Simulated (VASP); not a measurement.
# Se (P6/mmm) in VASP: notebook

The runs below take Se through single point, with PBE.

Program: VASP 6.6.1. These are calculated values, not measurements. Logs are shortened: lines on timing, memory, paths and dates and some standing lists are left out, and cuts for length are marked.

## (1) The cell of the first run

It takes space group P6/mmm (No. 191, hexagonal). Conventional cell: a = 5.574 Å, b = 5.574 Å, c = 3.417 Å, α = 90.00°, β = 90.00°, γ = 120.00°. Within 4.5 Å of Se (site symmetry 6/mmm) lie 14 Se at 3.42 to 3.64 Å. Se (site symmetry -6m2) has 11 Se at 3.22 to 3.64 Å within 4.2 Å.

This isn't the form of Se at room conditions, which is trigonal, of chains.

## (2) Single point, PBE

Contents of INCAR:

```
  PREC = Accurate
  ENCUT = 520
  EDIFF = 1E-6
  ISMEAR = 0
  SIGMA = 0.1
  LREAL = False
  LASPH = True
  NELM = 80
  ALGO = Normal
  ISIF = 2
  LWAVE = False
  LCHARG = False
  GGA = PE
  NBANDS = 16
```

Contents of KPOINTS:

```
Automatic mesh
0
Gamma
  6 6 6
```

Contents of POSCAR:

```
Se
1.0
    5.5739670398      0.0000000000      0.0000000000
   -2.7869835199      4.8271970563      0.0000000000
    0.0000000000      0.0000000000      3.4170841418
Se
3
Direct
    0.0000000000      0.0000000000      0.0000000000
    0.3333333333      0.6666666667      0.5000000000
    0.6666666667      0.3333333333      0.5000000000
```

Potentials or basis: VASP PAW PBE potentials, release 64 (Se).

On the command line:

```bash
$ cat potpaw_PBE.64/Se/POTCAR > POTCAR
$ mpirun -np 1 vasp_std > vasp.out
```

OUTCAR:

```text
PREC = Accurate
   ENCUT = 520
   EDIFF = 1E-6
   ISMEAR = 0
   LREAL = False
   LASPH = True
   NELM = 80
   ISIF = 2
   GGA = PE

 ion  position               nearest neighbor table
   1  0.000  0.000  0.000-
   2  0.333  0.667  0.500-
   3  0.667  0.333  0.500-

  LATTYP: Found a hexagonal cell.
 ALAT       =     5.5739670398
 C/A-ratio  =     0.6130434783

  Lattice vectors:

 A1 = (   5.5739670398,   0.0000000000,   0.0000000000)
 A2 = (  -2.7869835199,   4.8271970563,   0.0000000000)
 A3 = (   0.0000000000,   0.0000000000,   3.4170841418)

Analysis of symmetry for initial positions (statically):
=====================================================================
 Subroutine PRICEL returns:
 Original cell was already a primitive cell.

 Routine SETGRP: Setting up the symmetry group for a
 hexagonal supercell.

 Subroutine GETGRP returns: Found 24 space group operations
 (whereof 24 operations were pure point group operations)
 out of a pool of 24 trial point group operations.

The static configuration has the point symmetry D_6h.

Analysis of symmetry for dynamics (positions and initial velocities):
=====================================================================
 Subroutine PRICEL returns:
 Original cell was already a primitive cell.

 Routine SETGRP: Setting up the symmetry group for a
 hexagonal supercell.

 Subroutine GETGRP returns: Found 24 space group operations
 (whereof 24 operations were pure point group operations)
 out of a pool of 24 trial point group operations.

The dynamic configuration has the point symmetry D_6h.

 Subroutine INISYM returns: Found 24 space group operations
 (whereof 24 operations are pure point group operations),
 and found     1 'primitive' translations

----------------------------------------------------------------------------------------

                                     Primitive cell

  volume of cell :      91.9422

  direct lattice vectors                    reciprocal lattice vectors
     5.573967040  0.000000000  0.000000000     0.179405438  0.103579778  0.000000000
    -2.786983520  4.827197056  0.000000000     0.000000000  0.207159556  0.000000000
     0.000000000  0.000000000  3.417084142     0.000000000  0.000000000  0.292647169

  length of vectors
     5.573967040  5.573967040  3.417084142     0.207159556  0.207159556  0.292647169

  position of ions in fractional coordinates (direct lattice)
     0.000000000  0.000000000  0.000000000
     0.333333333  0.666666667  0.500000000
     0.666666667  0.333333333  0.500000000

  ion indices of the primitive-cell ions
   primitive index   ion index
                 1           1
                 2           2
                 3           3

----------------------------------------------------------------------------------------

 KPOINTS: Automatic mesh

Automatic generation of k-mesh.
 Grid dimensions read from file:
 generate k-points for:    6    6    6

 Generating k-lattice:

  Cartesian coordinates                     Fractional coordinates (reciprocal lattice)
     0.029900906  0.017263296  0.000000000     0.166666667  0.000000000  0.000000000
     0.000000000  0.034526593  0.000000000     0.000000000  0.166666667  0.000000000
     0.000000000  0.000000000  0.048774528     0.000000000  0.000000000  0.166666667

  Length of vectors
     0.034526593  0.034526593  0.048774528

  Shift w.r.t. Gamma in fractional coordinates (k-lattice)
     0.000000000  0.000000000  0.000000000

 Subroutine IBZKPT returns following result:
 ===========================================

 Found     28 irreducible k-points:

 Following reciprocal coordinates:
            Coordinates               Weight
  0.000000  0.000000  0.000000      1.000000
  0.166667  0.000000  0.000000      6.000000
  0.333333  0.000000  0.000000      6.000000
  0.500000  0.000000  0.000000      3.000000
  0.166667  0.166667  0.000000      6.000000
  0.333333  0.166667  0.000000     12.000000
[... 16 lines left out ...]
  0.166667  0.000000  0.500000      6.000000
  0.333333  0.000000  0.500000      6.000000
 [... further k-points ...]
   k-points           NKPTS =     28   k-points in BZ     NKDIM =     28   number of bands    NBANDS=     16
   number of dos      NEDOS =    301   number of ions     NIONS =      3
   total plane-waves  NPLWV =  49392
   dimension x,y,z NGX =    42 NGY =   42 NGZ =   28
   dimension x,y,z NGXF=    84 NGYF=   84 NGZF=   56
   ions per type =               3
   NGX,Y,Z   is equivalent  to a cutoff of  12.53, 12.53, 13.62 a.u.
   NGXF,Y,Z  is equivalent  to a cutoff of  25.05, 25.05, 27.24 a.u.
 SYSTEM =  unknown system
   PREC   = accura    normal or accurate (medium, high low for compatibility)
   ISTART =      0    job   : 0-new  1-cont  2-samecut
   ICHARG =      2    charge: 1-file 2-atom 10-const
   ISPIN  =      1    spin polarized calculation?
   LNONCOLLINEAR =      F non collinear calculations
   LSORBIT =      F    spin-orbit coupling
   LASPH  =      T    aspherical Exc in radial PAW
   ENCUT  =  520.0 eV  38.22 Ry    6.18 a.u.  10.36 10.36  6.35*2*pi/ulx,y,z
   NELM   =     80;   NELMIN=  2; NELMDL= -5     # of ELM steps
   EDIFF  = 0.1E-05   stopping-criterion for ELM
   LREAL  =      F    real-space projection
   EDIFFG = 0.1E-04   stopping-criterion for IOM
   NSW    =      0    number of steps for IOM
   IBRION =     -1    ionic relax: 0-MD 1-quasi-New 2-CG
   NFREE  =      0    steps in history (QN), initial steepest desc. (CG)
   ISIF   =      2    stress and relaxation
   ISYM   =      2    0-nonsym 1-usesym 2-fastsym
   POTIM  = 0.5000    time-step for ionic-motion
   TEBEG  =    0.0;   TEEND  =   0.0 temperature during run
   PSTRESS=    0.0 pullay stress
   NELECT =      18.0000    total number of electrons
   NUPDOWN=      -1.0000    fix difference up-down
   EMIN   =  10.00;   EMAX   =-10.00  energy-range for DOS
   EFERMI =   0.00;   METHOD = LEGACY
   ISMEAR =     0;   SIGMA  =   0.10  broadening in eV -4-tet -1-fermi 0-gaus
   EFERMI_NEDOS =   21; number of points for ismear=-14 and -15
   IALGO  =     38    algorithm
   IMIX   =      4    mixing-type and parameters
     AMIX     =   0.40;   BMIX     =  1.00
     AMIX_MAG =   1.60;   BMIX_MAG =  1.00
  volume/ion in A,a.u.               =      30.65       206.82
  Fermi-wavevector in a.u.,A,eV,Ry     =   0.950592  1.796358 12.294556  0.903624
  Thomas-Fermi vector in A             =   2.078983
   LORBIT       =      0    0 simple, 1 ext, 2 COOP (PROOUT), +10 PAW based schemes
   GGA     = PE    functional components
   LHFCALC =     F    Hartree Fock is set to
   AEXX    =    0.0000 exact exchange contribution
   IVDW    =     0    specifies the selected vdW correction
   LEPSILON=     F    determine dielectric tensor
   LRPA    =     F    only Hartree local field effects (RPA)
 non-spin polarized calculation
 Gauss-broadening in eV      SIGMA  =   0.10
  energy-cutoff  :      520.00
  volume of cell :       91.94
 maximum number of plane-waves:      2508
 NGX is ok and might be reduce to    42
   NGX = 21   NGY = 21   NGZ = 13

 number of electron      18.0000006 magnetization

 Free energy of the ion-electron system (eV)
  ---------------------------------------------------
  ext. energy  EPLUGINS =         0.00000000
  ---------------------------------------------------
  free energy    TOTEN  =        -7.13751436 eV

  energy without entropy =       -7.11293448  energy(sigma->0) =       -7.12522442

 E-fermi :   1.2988     XC(G=0):  -8.7583

 val. band max:        1.2931911716   @ k =   0.3333   0.1667   0.5000
 cond. band min:       1.3054244198   @ k =   0.5000   0.0000   0.5000
 fundamental gap:      0.0122332482
 Fermi energy:         1.2988183625

 k-point     1 :       0.0000    0.0000    0.0000
  band No.  band energies     occupation
      1     -12.1151      2.00000
      2     -10.3619      2.00000
      3     -10.3310      2.00000
      4      -1.6572      2.00000
      5      -1.6572      2.00000
      6      -1.1207      2.00000
[... 8 lines left out ...]
     15      11.5872      0.00000
     16      12.1998      0.00000

 k-point     2 :       0.1667    0.0000    0.0000
  band No.  band energies     occupation
      1     -12.0121      2.00000
      2     -10.4726      2.00000
      3     -10.3935      2.00000
      4      -2.1084      2.00000
      5      -1.8696      2.00000
      6      -0.4684      2.00000
[... 8 lines left out ...]
     15      10.6090      0.00000
     16      11.6704      0.00000

 k-point     3 :       0.3333    0.0000    0.0000
  band No.  band energies     occupation
      1     -11.7236      2.00000
      2     -10.7984      2.00000
      3     -10.4993      2.00000
      4      -2.5093      2.00000
      5      -1.5656      2.00000
      6       0.4895      2.00000
[... 8 lines left out ...]
     15      10.0973      0.00000
     16      11.0166      0.00000

 k-point     4 :       0.5000    0.0000    0.0000
  band No.  band energies     occupation
      1     -11.4033      2.00000
      2     -11.1447      2.00000
      3     -10.5457      2.00000
      4      -2.6482      2.00000
      5      -0.8311      2.00000
      6      -0.4178      2.00000
[... 8 lines left out ...]
     15       9.9566      0.00000
     16      10.3829      0.00000
[... 324 lines left out ...]
 k-point    22 :       0.0000    0.0000    0.5000
  band No.  band energies     occupation
      1     -11.1782      2.00000
      2     -10.1636      2.00000
      3      -9.7968      2.00000
      4      -2.0206      2.00000
      5      -1.1836      2.00000
      6      -0.8797      2.00000
[... 8 lines left out ...]
     15       9.8775      0.00000
     16       9.8775      0.00000

 k-point    23 :       0.1667    0.0000    0.5000
  band No.  band energies     occupation
      1     -11.1078      2.00000
      2     -10.1550      2.00000
      3      -9.8951      2.00000
      4      -2.1016      2.00000
      5      -1.4574      2.00000
      6      -0.9970      2.00000
[... 8 lines left out ...]
     15       9.0974      0.00000
     16       9.7437      0.00000

 k-point    24 :       0.3333    0.0000    0.5000
  band No.  band energies     occupation
      1     -10.9206      2.00000
      2     -10.1376      2.00000
      3     -10.1362      2.00000
      4      -2.2136      2.00000
      5      -1.9223      2.00000
      6      -1.1891      2.00000
[... 8 lines left out ...]
     15       8.8339      0.00000
     16       9.4096      0.00000

 [... further k-points ...]

------------------------ aborting loop because EDIFF is reached ----------------------------------------

  FORCE on cell =-STRESS in cart. coord.  units (eV):
  Direction    XX          YY          ZZ          XY          YZ          ZX
  --------------------------------------------------------------------------------------
  -------------------------------------------------------------------------------------
  Total       -6.1406012     -6.1406012     -5.8186696      0.0000000      0.0000000     -0.0000000
  in kB     -107.0055676   -107.0055676   -101.3956174      0.0000000      0.0000000     -0.0000000
  external PRESSURE =    -105.1355842 kB  Pullay stress =       0.0000000 kB

 VOLUME and BASIS-vectors are now :
 -----------------------------------------------------------------------------
  energy-cutoff  :      520.00
  volume of cell :       91.94
      direct lattice vectors                 reciprocal lattice vectors
     5.573967040  0.000000000  0.000000000     0.179405438  0.103579778  0.000000000
    -2.786983520  4.827197056  0.000000000     0.000000000  0.207159556  0.000000000
     0.000000000  0.000000000  3.417084142     0.000000000  0.000000000  0.292647169

 POSITION                                       TOTAL-FORCE (eV/Angst)
 -----------------------------------------------------------------------------------
      0.00000      0.00000      0.00000        -0.000000      0.000000     -0.000000
     -0.00000      3.21813      1.70854        -0.000000      0.000000     -0.000000
      2.78698      1.60907      1.70854         0.000000     -0.000000      0.000000
 -----------------------------------------------------------------------------------
    total drift:                               -0.000000      0.000000     -0.000000

  FREE ENERGIE OF THE ION-ELECTRON SYSTEM (eV)
  ---------------------------------------------------
  free  energy   TOTEN  =        -7.1375143558 eV

  energy  without entropy=       -7.1129344850  energy(sigma->0) =       -7.12522442
```

Wall time 19 s (1 thread of Intel Xeon 6975P-C (Granite Rapids), shared host); peak memory 0.21 GiB.

What came out:

| Quantity | Value |
| --- | --- |
| Free energy | -7.1375 eV |
| Pressure | -10.5 GPa |
| Band gap on the k mesh | zero (bands 9 and 10 overlap by 2.52 eV) |

Caveat: the cell stands under tension.

[end of part 1 of 2]
